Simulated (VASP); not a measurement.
Write the native input for VASP 6.6.1 that does the following.

- Task: single point
- Functional: LDA
- Potentials or basis: VASP PAW LDA potentials, release 64 (Zn, Cu)
- Cutoff: 520 eV
- k mesh: 18 × 18 × 6
- Occupations: gaussian, width 0.1 eV
- Spin: no spin polarisation
- Dipole correction: no
- k mesh for the DOS: 27 × 27 × 9
- Occupations for the DOS: tetrahedron
- Further INCAR settings: ALGO = Fast; EDIFF = 1e-06; NBANDS = 30

Crystal: ZnCu3.

```
Zn Cu
1.0
     2.61487    0.00000    0.00000
    -1.30743    2.26454    0.00000
     0.00000    0.00000    8.45002
Zn Cu
1 3
Direct
  0.66667 0.33333 0.00000
  0.66667 0.33333 0.50000
  0.33333 0.66667 0.25487
  0.33333 0.66667 0.74513
```

One way to write it, as run:

POSCAR

```
ZnCu3
1.0
    2.6148699492      0.0000000000      0.0000000000
   -1.3074349746      2.2645438036      0.0000000000
    0.0000000000      0.0000000000      8.4500191545
Zn Cu
1 3
Direct
    0.6666666667      0.3333333333      0.0000000000
    0.6666666667      0.3333333333      0.5000000000
    0.3333333333      0.6666666667      0.2548694969
    0.3333333333      0.6666666667      0.7451305031
```

INCAR.step1

```
PREC = Accurate
ENCUT = 520
EDIFF = 1E-6
ISMEAR = 0
SIGMA = 0.1
LREAL = F
LASPH = T
NELM = 60
ALGO = Fast
ISIF = 2
LWAVE = F
LCHARG = T
LMAXMIX = 4
NBANDS = 30
```

KPOINTS.step1

```
regular mesh
0
Gamma
  18 18 6
```

INCAR.step2

```
PREC = Accurate
ENCUT = 520
EDIFF = 1E-6
ISMEAR = -5
SIGMA = 0.1
LREAL = F
LASPH = T
NELM = 60
ALGO = Fast
ISIF = 2
LWAVE = F
LCHARG = F
LMAXMIX = 4
LORBIT = 11
NBANDS = 30
NEDOS = 1001
ICHARG = 11
```

KPOINTS.step2

```
regular mesh
0
Gamma
  27 27 9
```

Potentials or basis: VASP PAW LDA potentials, release 64 (Zn, Cu).

Launch:

```sh
$ cat potpaw_LDA.64/Zn/POTCAR potpaw_LDA.64/Cu/POTCAR > POTCAR
$ cp INCAR.step1 INCAR
$ cp KPOINTS.step1 KPOINTS
$ mpirun -np 1 vasp_std > vasp.out
$ cp INCAR.step2 INCAR
$ cp KPOINTS.step2 KPOINTS
$ mpirun -np 1 vasp_std > vasp.out
```

Results of the run:

| Item | Value |
| --- | --- |
| Valence electrons inside the program's atomic spheres | Zn 10.88; Cu 9.96, 9.98 (each value once) |

It took 5.1 min on 1 thread of AMD EPYC 9R45 96-Core Processor (Zen 5) (shared host), peak memory 0.53 GiB.
